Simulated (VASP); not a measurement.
# Ta6H in VASP: further runs, part 2 of 2

VASP 6.6.1. Earlier steps stand in the parts before.

**3. Relaxation of the atoms, PBE**

The input, INCAR:

```
ALGO = Fast
DIPOL = 0.5 0.5 0.334
EDIFF = 1E-6
EDIFFG = -0.025
ENCUT = 520
GGA = PE
IBRION = 2
IDIPOL = 3
ISIF = 2
ISMEAR = 0
LASPH = True
LCHARG = False
LDIPOL = True
LREAL = False
LWAVE = False
NELM = 80
NSW = 36
PREC = Accurate
SIGMA = 0.1
```

The input, KPOINTS:

```
k-points
0
Gamma
  6 6 1
```

The input, POSCAR:

```
Ta6H
1.0
    4.6937283341      0.0000000000      0.0000000000
   -2.3468641670      4.0648879758      0.0000000000
    0.0000000000      0.0000000000     19.9881921123
Ta H
6 1
Selective dynamics
Direct
    0.6666666667      0.3333333333      0.2001181486  F F F
    0.3333333333      0.6666666667      0.2480516124  F F F
    0.0000000000      0.0000000000      0.2959850763  F F F
    0.6666666667      0.3333333333      0.3401842451  F F F
    0.3333333333      0.6666666667      0.3819724402  F F F
    0.0000000000      0.0000000000      0.4246603227  F F F
    0.2222222222      0.4444444444      0.4477361923  F F T
```

Potentials or basis: VASP PAW PBE potentials, release 64 (Ta_pv, H).

The run is started by

```sh
$ cat potpaw_PBE.64/Ta_pv/POTCAR potpaw_PBE.64/H/POTCAR > POTCAR
$ mpirun -np 1 vasp_std > vasp.out
```

It took 27 min on 1 thread of Oxide Virtual Turin-like, shared host; peak memory 0.55 GiB.

It converged, with:

```
Free energy               : -68.0944 eV
Energy gained by relaxing : 78.4 meV/atom
Ionic steps               : 5
Band gap on the k mesh    : zero (an odd number of electrons rules out a gap without spin polarisation)
```

Step by step:
| step | energy change (eV) | largest force on free atoms (eV/Å) | pressure (GPa) |
| --- | --- | --- | --- |
| 1 | 0.0000 | 3.4852 | -0.25 |
| 2 | -0.4089 | 1.5091 | -0.82 |
| 3 | -0.5415 | 0.2743 | -1.43 |
| 4 | -0.5484 | 0.0728 | -1.35 |
| 5 | -0.5489 | 0.0021 | -1.32 |

Final structure:
```cif
data_structure
_symmetry_space_group_name_H-M 'P 1'
_symmetry_Int_Tables_number 1
_cell_length_a 4.6937
_cell_length_b 4.6937
_cell_length_c 19.9882
_cell_angle_alpha 90.000
_cell_angle_beta 90.000
_cell_angle_gamma 120.000
_cell_volume 381.36
loop_
_atom_site_label
_atom_site_type_symbol
_atom_site_fract_x
_atom_site_fract_y
_atom_site_fract_z
_atom_site_occupancy
Ta1 Ta 0.66667 0.33333 0.20012 1
Ta2 Ta 0.33333 0.66667 0.24805 1
Ta3 Ta 0.00000 0.00000 0.29599 1
Ta4 Ta 0.66667 0.33333 0.34018 1
Ta5 Ta 0.33333 0.66667 0.38197 1
Ta6 Ta 0.00000 0.00000 0.42466 1
H1 H 0.22222 0.44444 0.46631 1
```

Levels at points of the mesh, in eV from the Fermi level:
| k point | band 31 | band 32 | band 33 | band 34 | band 35 | band 36 | band 37 | band 38 |
| --- | --- | --- | --- | --- | --- | --- | --- | --- |
| (0.00, 0.00, 0.00) | -0.88 | -0.57 | -0.37 | -0.25 | 0.13 | 0.24 | 0.31 | 1.62 |
| (0.50, 0.00, 0.00) | -0.89 | -0.72 | -0.28 | 0.13 | 0.22 | 0.68 | 0.94 | 1.12 |
| (0.00, 0.50, 0.00) | -0.85 | -0.70 | -0.23 | -0.07 | 0.22 | 0.57 | 1.07 | 1.17 |

Caveat: spin-orbit coupling is left out, which moves the levels of the heavy elements.

**4. Relaxation of the atoms, PBE**

INCAR, as its differences from that of step 3:

```diff
@@ -1,3 +1,3 @@
 ALGO = Fast
-DIPOL = 0.5 0.5 0.334
+DIPOL = 0.5 0.5 0.342
 EDIFF = 1E-6
```

KPOINTS is that of step 3.

POSCAR, as its differences from that of step 3:

```diff
@@ -15,2 +15,2 @@
     0.0000000000      0.0000000000      0.4246603227  F F F
-    0.2222222222      0.4444444444      0.4477361923  F F T
+    0.1111111111      0.2222222222      0.5048570525  F F T
```

The run is started by

```sh
$ cat potpaw_PBE.64/Ta_pv/POTCAR potpaw_PBE.64/H/POTCAR > POTCAR
$ mpirun -np 1 vasp_std > vasp.out
```

Wall time 17 min (1 thread of Oxide Virtual Turin-like, shared host); peak memory 0.54 GiB.

The run converged. Its results:

- Free energy: -67.3522 eV
- Energy gained by relaxing: 0.0 meV/atom
- Ionic steps: 3
- Band gap on the k mesh: zero (an odd number of electrons rules out a gap without spin polarisation)

Step by step:
```csv
step,energy change (eV),largest force on free atoms (eV/Å),pressure (GPa)
1,0.0000,0.0670,-1.38
2,-0.0002,0.0431,-1.38
3,-0.0003,0.0005,-1.36
```

Final structure:
```cif
data_structure
_symmetry_space_group_name_H-M 'P 1'
_symmetry_Int_Tables_number 1
_cell_length_a 4.6937
_cell_length_b 4.6937
_cell_length_c 19.9882
_cell_angle_alpha 90.000
_cell_angle_beta 90.000
_cell_angle_gamma 120.000
_cell_volume 381.36
loop_
_atom_site_label
_atom_site_type_symbol
_atom_site_fract_x
_atom_site_fract_y
_atom_site_fract_z
_atom_site_occupancy
Ta1 Ta 0.66667 0.33333 0.20012 1
Ta2 Ta 0.33333 0.66667 0.24805 1
Ta3 Ta 0.00000 0.00000 0.29599 1
Ta4 Ta 0.66667 0.33333 0.34018 1
Ta5 Ta 0.33333 0.66667 0.38197 1
Ta6 Ta 0.00000 0.00000 0.42466 1
H1 H 0.11111 0.22222 0.50440 1
```

Levels at points of the mesh, in eV from the Fermi level:
```csv
k point,band 31,band 32,band 33,band 34,band 35,band 36,band 37,band 38
"(0.00, 0.00, 0.00)",-0.76,-0.74,-0.28,-0.27,0.26,0.36,0.37,1.50
"(0.50, 0.00, 0.00)",-0.82,-0.70,-0.30,-0.12,0.37,0.84,1.03,1.16
"(0.00, 0.50, 0.00)",-0.79,-0.74,-0.16,-0.07,0.44,0.76,1.16,1.26
```

Caveat: spin-orbit coupling is left out, which moves the levels of the heavy elements.

**5. Relaxation of the atoms, PBE**

The input, INCAR:

```
PREC = Accurate
ENCUT = 520
EDIFF = 1E-6
ISMEAR = 0
SIGMA = 0.1
LREAL = F
LASPH = T
NELM = 100
ALGO = Fast
ISIF = 2
LWAVE = F
LCHARG = F
LDIPOL = T
IDIPOL = 3
DIPOL = 0.5 0.5 0.336
GGA = PE
IBRION = 2
NSW = 36
EDIFFG = -0.025
```

The input, KPOINTS:

```
Automatic mesh
0
Gamma
  6 6 1
```

POSCAR, as its differences from that of step 4:

```diff
@@ -15,2 +15,2 @@
     0.0000000000      0.0000000000      0.4246603227  F F F
-    0.1111111111      0.2222222222      0.5048570525  F F T
+    0.4444444444      0.8888888889      0.4640446171  F F T
```

The run is started by

```sh
$ cat potpaw_PBE.64/Ta_pv/POTCAR potpaw_PBE.64/H/POTCAR > POTCAR
$ mpirun -np 1 vasp_std > vasp.out
```

Wall time 8.7 min (1 thread of Oxide Virtual Turin-like, shared host); peak memory 0.51 GiB.

Results (log left out):

```yaml
Free_energy: -67.9123 eV
Energy_gained_by_relaxing: 0.2 meV/atom
Ionic_steps: 3
Band_gap_on_the_k_mesh: zero (an odd number of electrons rules out a gap without spin polarisation)
```

The path:
```
step  energy change (eV)  largest force on free atoms (eV/Å)  pressure (GPa)
   1              0.0000                              0.1494           -1.59
   2             -0.0009                              0.1010           -1.60
   3             -0.0017                              0.0035           -1.63
```

Final structure:
```cif
data_structure
_symmetry_space_group_name_H-M 'P 1'
_symmetry_Int_Tables_number 1
_cell_length_a 4.6937
_cell_length_b 4.6937
_cell_length_c 19.9882
_cell_angle_alpha 90.000
_cell_angle_beta 90.000
_cell_angle_gamma 120.000
_cell_volume 381.36
loop_
_atom_site_label
_atom_site_type_symbol
_atom_site_fract_x
_atom_site_fract_y
_atom_site_fract_z
_atom_site_occupancy
Ta1 Ta 0.66667 0.33333 0.20012 1
Ta2 Ta 0.33333 0.66667 0.24805 1
Ta3 Ta 0.00000 0.00000 0.29599 1
Ta4 Ta 0.66667 0.33333 0.34018 1
Ta5 Ta 0.33333 0.66667 0.38197 1
Ta6 Ta 0.00000 0.00000 0.42466 1
H1 H 0.44444 0.88889 0.46516 1
```

Levels at points of the mesh, in eV from the Fermi level:
| k point | band 29 | band 30 | band 31 | band 32 | band 33 | band 34 | band 35 | band 36 | band 37 | band 38 |
| --- | --- | --- | --- | --- | --- | --- | --- | --- | --- | --- |
| (0.00, 0.00, 0.00) | -1.31 | -1.00 | -0.87 | -0.49 | -0.36 | -0.19 | 0.16 | 0.29 | 0.30 | 2.13 |
| (0.50, 0.00, 0.00) | -1.44 | -1.19 | -0.86 | -0.74 | -0.24 | 0.01 | 0.22 | 0.67 | 0.96 | 1.15 |
| (0.00, 0.50, 0.00) | -1.45 | -1.22 | -0.87 | -0.67 | -0.24 | 0.14 | 0.26 | 0.78 | 1.07 | 1.16 |

Caveat: spin-orbit coupling is left out, which moves the levels of the heavy elements.

**6. Summary**

| cell | cutoff (eV) | gap on the mesh (eV) |
| --- | --- | --- |
| atoms relaxed, atomic positions A | 450 | none |
| atoms relaxed, atomic positions A | 520 | none |
| atoms relaxed, atomic positions B | 520 | none |
| atoms relaxed, atomic positions C | 520 | none |

Alike in all rows: task relaxation of the atoms; level PBE; potentials or basis VASP PAW PBE potentials, release 64 (Ta_pv, H); no spin polarisation; k mesh 6 × 6 × 1; smearing gaussian 0.1 eV.

Caveats: spin-orbit coupling is left out, which moves the levels of the heavy elements.

Absolute energies hang on the potentials; compare differences alone.
